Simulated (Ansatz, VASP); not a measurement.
# Na: VASP beside Ansatz

The input INCAR:

```
SYSTEM = Na
PREC = Accurate ; ENCUT = 520
EDIFF = 1E-7 ; ISMEAR = 0
SIGMA = 0.15 ; LREAL = .False.
LASPH = .True. ; NELM = 80
ALGO = Fast ; ISIF = 2
LWAVE = .False. ; LCHARG = .True.
GGA = PE ; LELF = .True.
LVHAR = .True. ; NBANDS = 10
```

The input KPOINTS:

```
regular mesh
0
Gamma
  18 18 18
  0 0 0
```

POSCAR

```
Na
1.0
   -3.1125299603      2.2232356860      2.2232356860
    2.2232356860     -3.1125299603      2.2232356860
    2.2232356860      2.2232356860     -3.1125299603
Na
1
Direct
    0.0000000000      0.0000000000      0.0000000000
```

Input for Ansatz:

```yaml
crystal:
  lattice:
    - [-3.1125299603, 2.223235686, 2.223235686]
    - [2.223235686, -3.1125299603, 2.223235686]
    - [2.223235686, 2.223235686, -3.1125299603]
  atoms:
    - { symbol: Na, position: [0.0, 0.0, 0.0] }
basis:
  ecutwfc: 420
kpoints:
  mp_grid: { grid: [18, 18, 18] }
hamiltonian:
  xc: pbe
scf:
  occupations: { method: gaussian, width: 0.15 }
output:
  forces: true
  stress: true
  eigenvalues: true
```

Alike in both runs: task single point; functional PBE; k mesh 18 × 18 × 18; occupations gaussian, width 0.15 eV; no spin polarisation.

```csv
,VASP,Ansatz
version,VASP 6.6.1,Ansatz 0.2.0
potentials or method,"VASP PAW PBE potentials, release 64 (Na_pv), cutoff 520 eV","scalar-relativistic, plane waves, PAW"
valence electrons in the cell,7,9
```

|  | VASP | Ansatz | Ansatz less VASP |
| --- | --- | --- | --- |
| gap on the k mesh at the Fermi level (eV) | none | none | - |
| pressure (GPa) | 2.9 | 2.9 | -0.03 |
| traceless stress, the component that is largest in VASP (GPa) | 5.99 | 5.98 | -0.009 |

A gap of «none» marks a metal or a gap that the smearing closes. The functional is the same, so the differences come from potentials, cutoffs and numerics. VASP's potentials hold 7 valence electrons a cell and Ansatz's 9, so a difference there can come from the potentials and not from the codes.
